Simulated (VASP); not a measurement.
# Ir: single point with PBE

Ir:

```
Ir
1.0
     2.74933    0.00000    0.00000
    -1.37466    2.38099    0.00000
     0.00000    0.00000    4.44976
Ir
2
Direct
  0.33333 0.66667 0.25000
  0.66667 0.33333 0.75000
```

This isn't the form of Ir at room conditions, which is fcc.

```yaml
Program: VASP 6.6.1
Task: single point
Functional: PBE
Potentials_or_basis: VASP PAW PBE potentials, release 64 (Ir)
Cutoff: 520 eV
k_mesh: 17 × 17 × 9
Occupations: fermi-dirac, width 0.05 eV
Spin: no spin polarisation
```

```json
{"Pressure": "0.5 GPa", "Band gap on the k mesh": "zero (bands 9 and 10 overlap by 3.14 eV)"}
```

Levels at points of the mesh, in eV from the Fermi level:
| k point | band 7 | band 8 | band 9 | band 10 | band 11 | band 12 |
| --- | --- | --- | --- | --- | --- | --- |
| (0.00, 0.00, 0.00) | -3.04 | -2.30 | -2.30 | -0.72 | 0.26 | 0.26 |

It took 35 s on 1 thread of Intel(R) Xeon(R) 6975P-C (Granite Rapids), on a shared host, peak memory 0.19 GiB.

Caveat: spin-orbit coupling is left out, which moves the levels of the heavy elements.
